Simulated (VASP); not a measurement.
# BaW (P3_221) in VASP: relaxation of cell and atoms with PBE

Aim: the relaxation of cell and atoms of BaW with PBE.

Everything below comes from runs of VASP 6.6.1. Logs are shortened: lines on timing, memory, paths and dates and some standing lists are left out, and cuts for length are marked.

**1. The cell of the first run**

Symmetry: P3_221, No. 154, trigonal system. The conventional cell has a = 5.382 Å, b = 5.382 Å, c = 6.377 Å, α = 90.00°, β = 90.00°, γ = 120.00°. Ba (site symmetry 2) has 8 W at 2.90 to 3.59 Å and 6 Ba at 3.61 to 3.85 Å within 3.9 Å. Within 3.8 Å of W (site symmetry 2) lie 8 Ba at 2.90 to 3.59 Å and 4 W at 3.51 Å.

**2. Relaxation of cell and atoms, PBE**

INCAR

```
SYSTEM = BaW
PREC     = Accurate       ! precision mode
ENCUT    = 600            ! plane-wave cutoff, eV
EDIFF    = 1E-6           ! SCF threshold, eV
ISMEAR   = 0              ! smearing method
SIGMA    = 0.1            ! smearing width, eV
LREAL    = .FALSE.        ! projectors in reciprocal space
LASPH    = .TRUE.         ! aspherical terms in the spheres
NELM     = 100            ! most SCF steps
ALGO     = Fast           ! electronic algorithm
ISIF     = 3              ! what is computed and relaxed
LWAVE    = .FALSE.        ! write WAVECAR
LCHARG   = .FALSE.        ! write CHGCAR
GGA      = PE             ! functional
IBRION   = 2              ! ionic algorithm
NSW      = 100            ! ionic steps
EDIFFG   = -0.01          ! ionic threshold
KPAR     = 4
```

KPOINTS

```
Automatic mesh
0
G
  12 12 6
  0 0 0
```

POSCAR

```
BaW
1.0
    5.3818810272      0.0000000000      0.0000000000
   -2.6909405136      4.6608456897      0.0000000000
    0.0000000000      0.0000000000      6.3772860070
Ba W
3 3
Direct
    0.6871168114      0.0000000000      0.6666666667
    0.0000000000      0.6871168114      0.3333333333
    0.3128831886      0.3128831886      0.0000000000
    0.5788288979      0.0000000000      0.1666666667
    0.0000000000      0.5788288979      0.8333333333
    0.4211711021      0.4211711021      0.5000000000
```

Potentials or basis: VASP PAW PBE potentials, release 64 (Ba_sv, W_sv).

Command:

```
$ cat potpaw_PBE.64/Ba_sv/POTCAR potpaw_PBE.64/W_sv/POTCAR > POTCAR
$ mpirun -np 4 vasp_std > vasp.out
```

OUTCAR:

```text
SYSTEM = BaW
   PREC = Accurate
   ENCUT = 600
   EDIFF = 1E-6
   ISMEAR = 0
   LREAL = .FALSE.
   LASPH = .TRUE.
   NELM = 100
   ISIF = 3
   GGA = PE
   IBRION = 2
   NSW = 100
   EDIFFG = -0.01

 ion  position               nearest neighbor table
   1  0.687  0.000  0.667-   5 2.90   6 2.90   4 3.24   4 3.24   5 3.40   6 3.40   5 3.59   6 3.59
                             3 3.61   2 3.61   3 3.85   3 3.85   2 3.85   2 3.85
   2  0.000  0.687  0.333-   4 2.90   6 2.90   5 3.24   5 3.24   4 3.40   6 3.40   4 3.59   6 3.59
                             3 3.61   1 3.61   3 3.85   3 3.85   1 3.85   1 3.85
   3  0.313  0.313  0.000-   4 2.90   5 2.90   6 3.24   6 3.24   4 3.40   5 3.40   5 3.59   4 3.59
                             2 3.61   1 3.61   1 3.85   2 3.85   2 3.85   1 3.85
   4  0.579  0.000  0.167-   2 2.90   3 2.90   1 3.24   1 3.24   2 3.40   3 3.40   2 3.59   3 3.59

   5  0.000  0.579  0.833-   1 2.90   3 2.90   2 3.24   2 3.24   1 3.40   3 3.40   1 3.59   3 3.59

   6  0.421  0.421  0.500-   1 2.90   2 2.90   3 3.24   3 3.24   1 3.40   2 3.40   2 3.59   1 3.59

  LATTYP: Found a hexagonal cell.
 ALAT       =     5.3818810272
 C/A-ratio  =     1.1849548466

  Lattice vectors:

 A1 = (   5.3818810272,   0.0000000000,   0.0000000000)
 A2 = (  -2.6909405136,   4.6608456897,   0.0000000000)
 A3 = (   0.0000000000,   0.0000000000,   6.3772860070)

Analysis of symmetry for initial positions (statically):
=====================================================================
 Subroutine PRICEL returns:
 Original cell was already a primitive cell.

 Routine SETGRP: Setting up the symmetry group for a
 hexagonal supercell.

 Subroutine GETGRP returns: Found  6 space group operations
 (whereof  2 operations were pure point group operations)
 out of a pool of 24 trial point group operations.

The static configuration has the point symmetry C_2 .
 The point group associated with its full space group is D_3 .

Analysis of symmetry for dynamics (positions and initial velocities):
=====================================================================
 Subroutine PRICEL returns:
 Original cell was already a primitive cell.

 Routine SETGRP: Setting up the symmetry group for a
 hexagonal supercell.

 Subroutine GETGRP returns: Found  6 space group operations
 (whereof  2 operations were pure point group operations)
 out of a pool of 24 trial point group operations.

The dynamic configuration has the point symmetry C_2 .
 The point group associated with its full space group is D_3 .

 Subroutine INISYM returns: Found  6 space group operations
 (whereof  2 operations are pure point group operations),
 and found     1 'primitive' translations

----------------------------------------------------------------------------------------

                                     Primitive cell

  volume of cell :     159.9686

  direct lattice vectors                    reciprocal lattice vectors
     5.381881027  0.000000000  0.000000000     0.185808641  0.107276669  0.000000000
    -2.690940514  4.660845690  0.000000000     0.000000000  0.214553338  0.000000000
     0.000000000  0.000000000  6.377286007     0.000000000  0.000000000  0.156806516

  length of vectors
     5.381881027  5.381881027  6.377286007     0.214553338  0.214553338  0.156806516

  position of ions in fractional coordinates (direct lattice)
     0.687116811  0.000000000  0.666666667
     0.000000000  0.687116811  0.333333333
     0.312883189  0.312883189  0.000000000
     0.578828898  0.000000000  0.166666667
     0.000000000  0.578828898  0.833333333
     0.421171102  0.421171102  0.500000000

  ion indices of the primitive-cell ions
   primitive index   ion index
                 1           1
                 2           2
                 3           3
                 4           4
                 5           5
                 6           6

----------------------------------------------------------------------------------------

 KPOINTS: Automatic mesh

Automatic generation of k-mesh.
 Grid dimensions read from file:
 generate k-points for:   12   12    6

 Generating k-lattice:

  Cartesian coordinates                     Fractional coordinates (reciprocal lattice)
     0.015484053  0.008939722  0.000000000     0.083333333 -0.000000000  0.000000000
     0.000000000  0.017879445  0.000000000     0.000000000  0.083333333  0.000000000
     0.000000000  0.000000000  0.026134419     0.000000000  0.000000000  0.166666667

  Length of vectors
     0.017879445  0.017879445  0.026134419

  Shift w.r.t. Gamma in fractional coordinates (k-lattice)
     0.000000000  0.000000000  0.000000000

 Subroutine IBZKPT returns following result:
 ===========================================

 Found    100 irreducible k-points:

 Following reciprocal coordinates:
            Coordinates               Weight
  0.000000  0.000000  0.000000      1.000000
  0.083333  0.000000  0.000000      6.000000
  0.166667  0.000000  0.000000      6.000000
  0.250000  0.000000  0.000000      6.000000
  0.333333  0.000000  0.000000      6.000000
  0.416667  0.000000  0.000000      6.000000
[... 16 lines left out ...]
  0.166667  0.000000  0.166667      6.000000
  0.000000  0.166667  0.166667      6.000000
 [... further k-points ...]
   k-points           NKPTS =    100   k-points in BZ     NKDIM =    100   number of bands    NBANDS=     43
   number of dos      NEDOS =    301   number of ions     NIONS =      6
   total plane-waves  NPLWV = 124416
   dimension x,y,z NGX =    48 NGY =   48 NGZ =   54
   dimension x,y,z NGXF=    96 NGYF=   96 NGZF=  108
   ions per type =               3   3
   NGX,Y,Z   is equivalent  to a cutoff of  14.83, 14.83, 14.08 a.u.
   NGXF,Y,Z  is equivalent  to a cutoff of  29.65, 29.65, 28.15 a.u.
 SYSTEM =  BaW
   PREC   = accura    normal or accurate (medium, high low for compatibility)
   ISTART =      0    job   : 0-new  1-cont  2-samecut
   ICHARG =      2    charge: 1-file 2-atom 10-const
   ISPIN  =      1    spin polarized calculation?
   LNONCOLLINEAR =      F non collinear calculations
   LSORBIT =      F    spin-orbit coupling
   LASPH  =      T    aspherical Exc in radial PAW
   ENCUT  =  600.0 eV  44.10 Ry    6.64 a.u.  10.75 10.75 12.74*2*pi/ulx,y,z
   NELM   =    100;   NELMIN=  2; NELMDL= -5     # of ELM steps
   EDIFF  = 0.1E-05   stopping-criterion for ELM
   LREAL  =      F    real-space projection
   EDIFFG = -.1E-01   stopping-criterion for IOM
   NSW    =    100    number of steps for IOM
   IBRION =      2    ionic relax: 0-MD 1-quasi-New 2-CG
   NFREE  =      1    steps in history (QN), initial steepest desc. (CG)
   ISIF   =      3    stress and relaxation
   ISYM   =      2    0-nonsym 1-usesym 2-fastsym
   POTIM  = 0.5000    time-step for ionic-motion
   TEBEG  =    0.0;   TEEND  =   0.0 temperature during run
   PSTRESS=    0.0 pullay stress
   NELECT =      72.0000    total number of electrons
   NUPDOWN=      -1.0000    fix difference up-down
   EMIN   =  10.00;   EMAX   =-10.00  energy-range for DOS
   EFERMI =   0.00;   METHOD = LEGACY
   ISMEAR =     0;   SIGMA  =   0.10  broadening in eV -4-tet -1-fermi 0-gaus
   EFERMI_NEDOS =   21; number of points for ismear=-14 and -15
   IALGO  =     68    algorithm
   IMIX   =      4    mixing-type and parameters
     AMIX     =   0.40;   BMIX     =  1.00
     AMIX_MAG =   1.60;   BMIX_MAG =  1.00
  volume/ion in A,a.u.               =      26.66       179.92
  Fermi-wavevector in a.u.,A,eV,Ry     =   1.254606  2.370862 21.416069  1.574037
  Thomas-Fermi vector in A             =   2.388403
   LORBIT       =      0    0 simple, 1 ext, 2 COOP (PROOUT), +10 PAW based schemes
   GGA     = PE    functional components
   LHFCALC =     F    Hartree Fock is set to
   AEXX    =    0.0000 exact exchange contribution
   IVDW    =     0    specifies the selected vdW correction
   LEPSILON=     F    determine dielectric tensor
   LRPA    =     F    only Hartree local field effects (RPA)
 conjugate gradient relaxation of ions
 non-spin polarized calculation
 RMM-DIIS sequential band-by-band and
 Gauss-broadening in eV      SIGMA  =   0.10
  energy-cutoff  :      600.00
  volume of cell :      159.97
 maximum number of plane-waves:      5401
 NGX is ok and might be reduce to    48
   NGX = 21   NGY = 21   NGZ = 25

--------------------------------------- Ionic step        1  -------------------------------------------

 number of electron      72.0000000 magnetization

 Free energy of the ion-electron system (eV)
  ---------------------------------------------------
  ext. energy  EPLUGINS =         0.00000000
  ---------------------------------------------------
  free energy    TOTEN  =       -31.18685351 eV

  energy without entropy =      -31.13975253  energy(sigma->0) =      -31.16330302

------------------------ aborting loop because EDIFF is reached ----------------------------------------

  FORCE on cell =-STRESS in cart. coord.  units (eV):
  Direction    XX          YY          ZZ          XY          YZ          ZX
  --------------------------------------------------------------------------------------
  -------------------------------------------------------------------------------------
  Total        2.1585144      2.1585144      1.7986843      0.0000000      0.0000000      0.0000000
  in kB       21.6187621     21.6187621     18.0148563      0.0000000      0.0000000      0.0000000
  external PRESSURE =      20.4174602 kB  Pullay stress =       0.0000000 kB
[... 101 lines left out ...]
  FREE ENERGIE OF THE ION-ELECTRON SYSTEM (eV)
  ---------------------------------------------------
  free  energy   TOTEN  =       -31.2290243128 eV

  energy  without entropy=      -31.1796342343  energy(sigma->0) =      -31.20432927

[... ionic steps 4 to 9 ...]

--------------------------------------- Ionic step       10  -------------------------------------------

 number of electron      71.9999999 magnetization

------------------------ aborting loop because EDIFF is reached ----------------------------------------

  FORCE on cell =-STRESS in cart. coord.  units (eV):
  Direction    XX          YY          ZZ          XY          YZ          ZX
  --------------------------------------------------------------------------------------
  -------------------------------------------------------------------------------------
  Total       -0.0626229     -0.0626229     -0.0314395      0.0000000     -0.0000000      0.0000000
  in kB       -0.6048878     -0.6048878     -0.3036811      0.0000000     -0.0000000      0.0000000
  external PRESSURE =      -0.5044856 kB  Pullay stress =       0.0000000 kB
[... 65 lines left out ...]
  energy  without entropy=      -31.1823180502  energy(sigma->0) =      -31.20740930

--------------------------------------- Ionic step       12  -------------------------------------------

 number of electron      71.9999999 magnetization

 Free energy of the ion-electron system (eV)
  ---------------------------------------------------
  ext. energy  EPLUGINS =         0.00000000
  ---------------------------------------------------
  free energy    TOTEN  =       -31.23252524 eV

  energy without entropy =      -31.18230896  energy(sigma->0) =      -31.20741710

 E-fermi :   4.8281     XC(G=0): -10.5633

 val. band max:        4.8275830133   @ k =   0.2500   0.0000   0.0000
 cond. band min:       4.8283121304   @ k =   0.4167   0.0833   0.3333
 fundamental gap:      0.0007291171
 Fermi energy:         4.8280621343

 k-point     1 :       0.0000    0.0000    0.0000
  band No.  band energies     occupation
      1     -68.9757      2.00000
      2     -68.9735      2.00000
      3     -68.9735      2.00000
      4     -33.2031      2.00000
      5     -33.2031      2.00000
      6     -33.2018      2.00000
[... 1093 lines left out ...]
     42       5.9988      0.00000
     43       6.4720      0.00000

 [... further k-points ...]
[... 5 lines left out ...]
  --------------------------------------------------------------------------------------
  -------------------------------------------------------------------------------------
  Total        0.0137195      0.0137195     -0.0070670      0.0000000      0.0000000      0.0000000
  in kB        0.1326932      0.1326932     -0.0683514      0.0000000      0.0000000      0.0000000
  external PRESSURE =       0.0656784 kB  Pullay stress =       0.0000000 kB
[... 21 lines left out ...]
  FREE ENERGIE OF THE ION-ELECTRON SYSTEM (eV)
  ---------------------------------------------------
  free  energy   TOTEN  =       -31.2325252394 eV

  energy  without entropy=      -31.1823089562  energy(sigma->0) =      -31.20741710

 reached required accuracy - stopping structural energy minimisation
```

Wall time 27 min (4 MPI ranks of Intel Xeon 6975P-C (Granite Rapids), shared host); peak memory 0.88 GiB.

What came out:

* Free energy: -31.2325 eV
* Relaxed volume: 27.61 Å³/atom
* Relaxed cell: a = 5.439 Å, b = 5.439 Å, c = 6.465 Å, α = 90.00°, β = 90.00°, γ = 120.00°
* Space group after relaxing (to 0.1 Å): P3_221 (No. 154)
* Energy gained by relaxing: 7.6 meV/atom
* Ionic steps: 12
* Pressure after relaxing: 0.0 GPa
* Largest force after relaxing: 0.006 eV/Å
* Band gap on the k mesh: zero (bands 36 and 37 overlap by 0.32 eV)

Forces on the atoms (eV/Å):
```
Ba  -0.006  0.000  0.000
Ba   0.003 -0.005  0.000
Ba   0.003  0.005  0.000
W    0.001  0.000  0.000
W   -0.001  0.001  0.000
W   -0.001 -0.001  0.000
```

The path:
| step | energy change (eV) | largest force (eV/Å) | pressure (GPa) | volume (Å³) |
| --- | --- | --- | --- | --- |
| 1 | 0.0000 | 0.2347 | 2.04 | 159.97 |
| 2 | -0.0396 | 0.0550 | -0.53 | 167.96 |
| 3 | -0.0422 | 0.0884 | -0.05 | 166.29 |
| 4 | -0.0432 | 0.0706 | -0.04 | 166.15 |
| 5 | -0.0451 | 0.0201 | 0.01 | 165.73 |
| 6 | -0.0452 | 0.0173 | 0.04 | 165.56 |
| 7 | -0.0456 | 0.0125 | -0.03 | 165.76 |
| 8 | -0.0456 | 0.0089 | -0.07 | 165.90 |
| 9 | -0.0456 | 0.0102 | -0.05 | 165.86 |
| 10 | -0.0456 | 0.0096 | -0.05 | 165.87 |
| 11 | -0.0456 | 0.0041 | 0.05 | 165.52 |
| 12 | -0.0457 | 0.0058 | 0.01 | 165.65 |

Final structure:
```
Ba W
1.0
     5.43929    0.00000    0.00000
    -2.71965    4.71057    0.00000
     0.00000    0.00000    6.46522
Ba W
3 3
Direct
  0.68613 0.00000 0.66667
  0.00000 0.68613 0.33333
  0.31387 0.31387 0.00000
  0.58508 0.00000 0.16667
  0.00000 0.58508 0.83333
  0.41492 0.41492 0.50000
```

Caveat: spin-orbit coupling is left out, which moves the levels of the heavy elements.
